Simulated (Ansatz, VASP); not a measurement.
Ca: VASP beside Ansatz

```
Ca
1.0
     0.00000    2.79420    2.79420
     2.79420    0.00000    2.79420
     2.79420    2.79420    0.00000
Ca
1
Cartesian
  0.0000 0.0000 0.0000
```

Alike in both runs: task single point; functional PBE; k mesh 11 × 11 × 11; occupations fermi-dirac, width 0.08 eV; no spin polarisation.

```csv
,VASP,Ansatz
version,VASP 6.6.1,Ansatz 0.2.0
potentials or method,"VASP PAW PBE potentials, release 64 (Ca_sv), cutoff 500 eV","all-electron LAPW, non-relativistic"
```

Ansatz gave:

| Quantity | Value |
| --- | --- |
| pressure (GPa) | -0.5 |

Estimate VASP's values.

pressure (GPa): -0.6.

Ansatz ran all-electron here, and VASP with PAW potentials.
